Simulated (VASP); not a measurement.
Runs of VASP 6.6.1 on SnH5. The structure is that of space group P6/mmm (No. 191), or close to it. The cells are those of the table. 

```tsv
task	cell	k mesh	cutoff (eV)	gap on the mesh (eV)	pressure (GPa)
single point	a = 4.570, b = 4.570, c = 3.823 Å, angles 90.0, 90.0, 120.0°, 6 atoms	6 × 6 × 4	520	none	-13.3
single point	a = 3.586, b = 3.586, c = 4.037 Å, angles 90.0, 90.0, 120.0°, 6 atoms	12 × 12 × 10	520	none	-0.2
relaxation of cell and atoms	relaxed from a = 4.570, b = 4.570, c = 3.823 Å, angles 90.0, 90.0, 120.0°, 6 atoms	6 × 6 × 4	600	none	-0.1
single point	a = 3.624, b = 3.624, c = 3.875 Å, angles 90.0, 90.0, 120.0°, 6 atoms	6 × 6 × 4	520	none	(a)
```

Alike in all rows: level PBE; potentials or basis VASP PAW PBE potentials, release 64 (Sn_d, H); no spin polarisation; smearing gaussian 0.1 eV.

**Question.** Estimate the missing entries.

**Answer.** (a) -0.3.

Caveats: some runs use coarse meshes; spin-orbit coupling is left out, which moves the levels of the heavy elements.

A k mesh can miss the band edges, and the runs leave out spin-orbit coupling on Sn.

A gap of «none» marks levels without a gap at the run's occupations.
